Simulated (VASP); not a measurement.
TaN, 2 atoms in the cell. It takes space group I4/mmm (No. 139, tetragonal). The conventional cell has a = 3.001 Å, b = 3.001 Å, c = 4.376 Å, α = 90.00°, β = 90.00°, γ = 90.00°. Ta (site symmetry 4/mmm) has 6 N at 2.12 to 2.19 Å within 2.8 Å. N (site symmetry 4/mmm) has 6 Ta at 2.12 to 2.19 Å within 2.8 Å.  This cell differs from its parent crystal: strain -0.030 along x and y, +0.000 along z.

| Property | Result |
| --- | --- |
| Program | VASP 6.6.1 |
| Task | single point |
| Functional | PBEsol |
| Potentials or basis | VASP PAW PBE potentials, release 64 (Ta_pv, N) |
| Cutoff | 520 eV |
| k mesh | 24 × 24 × 24 |
| Occupations | gaussian, width 0.15 eV |
| Spin | no spin polarisation |
| Dipole correction | no |
| Further INCAR settings | ALGO = Normal; EDIFF = 1e-06; NBANDS = 15 |

Potentials or basis: VASP PAW PBE potentials, release 64 (Ta_pv, N).

Run with:

```sh
$ cat potpaw_PBE.64/Ta_pv/POTCAR potpaw_PBE.64/N/POTCAR > POTCAR
$ mpirun -np 1 vasp_std > vasp.out
```

Hardware: 1 thread of Intel Xeon 8259CL, on a shared host.

How long does it take, and how much memory?

Run time: 7.3 min on 1 thread of Intel Xeon 8259CL (shared host), peak memory 0.42 GiB. Counts: scf iterations 13, k points 1063.
